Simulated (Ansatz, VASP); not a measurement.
# Two plane-wave programs on SnSbS

```
CELL_PARAMETERS angstrom
3.78531 0.00000 0.00000
0.00000 3.78531 0.00000
0.00000 0.00000 6.22994
ATOMIC_POSITIONS crystal
Sn 0.00000 0.00000 0.50000
Sb 0.00000 0.00000 0.00000
S 0.50000 0.50000 0.00000
```

Alike in both runs: functional PBE; k mesh 12 × 12 × 8; occupations gaussian, width 0.1 eV; no spin polarisation.

Ansatz relaxed the structure, and its values are those at the end. VASP's run is a single point on that final structure, the one shown.

```csv
,VASP,Ansatz
version,VASP 6.6.1,Ansatz 0.2.0
potentials or method,"VASP PAW PBE potentials, release 64 (Sn_d, Sb, S), cutoff 500 eV","scalar-relativistic, plane waves, PAW"
valence electrons in the cell,25,35
```

Ansatz gave:

- gap on the k mesh at the Fermi level (eV): none
- pressure (GPa): 0.0

**Question.** Estimate VASP's values.

**Answer.** gap on the k mesh at the Fermi level (eV): none; pressure (GPa): -0.1.

A gap of «none» marks a metal or a gap that the smearing closes. VASP's potentials hold 25 valence electrons a cell and Ansatz's 35, so a difference there can come from the potentials and not from the codes.

Spin-orbit coupling is off throughout.
